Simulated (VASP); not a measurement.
Set up this calculation in VASP 6.6.1, as the native input.

* Task: single point
* Functional: PBE
* Dispersion: D3(BJ)
* Potentials or basis: VASP PAW PBE potentials, release 64 (P)
* Cutoff: 520 eV
* k mesh: 14 × 14 × 10
* Occupations: gaussian, width 0.1 eV
* Spin: no spin polarisation
* Dipole correction: no
* Further INCAR settings: ALGO = Normal; EDIFF = 1e-06; NBANDS = 18

The structure of P lies in POSCAR:

```
P
1.0
    1.6576343644     -5.3279670990      0.0000000000
    1.6576343644      5.3279670990      0.0000000000
    0.0000000000      0.0000000000      4.3929545004
P
4
Direct
    0.8992253072      0.1007746928      0.0803555241
    0.6007746928      0.3992253072      0.5803555241
    0.1007746928      0.8992253072      0.9196444759
    0.3992253072      0.6007746928      0.4196444759
```

The input as run:

INCAR

```
SYSTEM = P
PREC     = Accurate       ! precision mode
ENCUT    = 520            ! plane-wave cutoff, eV
EDIFF    = 1E-6           ! SCF threshold, eV
ISMEAR   = 0              ! smearing method
SIGMA    = 0.1            ! smearing width, eV
LREAL    = .False.        ! projectors in reciprocal space
LASPH    = .True.         ! aspherical terms in the spheres
NELM     = 80             ! most SCF steps
ALGO     = Normal         ! electronic algorithm
ISIF     = 2              ! what is computed and relaxed
LWAVE    = .False.        ! write WAVECAR
LCHARG   = .False.        ! write CHGCAR
GGA      = PE             ! functional
IVDW     = 12             ! dispersion correction
NBANDS   = 18             ! bands
```

KPOINTS

```
Automatic mesh
0
Gamma
  14 14 10
  0 0 0
```

Potentials or basis: VASP PAW PBE potentials, release 64 (P).

Launch:

```bash
$ cat potpaw_PBE.64/P/POTCAR > POTCAR
$ mpirun -np 1 vasp_std > vasp.out
```

Results of the run:

The pressure is -2.3 GPa. The largest force is 0.056 eV/Å and the dispersion energy per atom is -0.360 eV.

Wall time 15 min on 1 thread of Oxide Virtual Turin-like Processor, with other jobs on the host, peak memory 0.44 GiB.
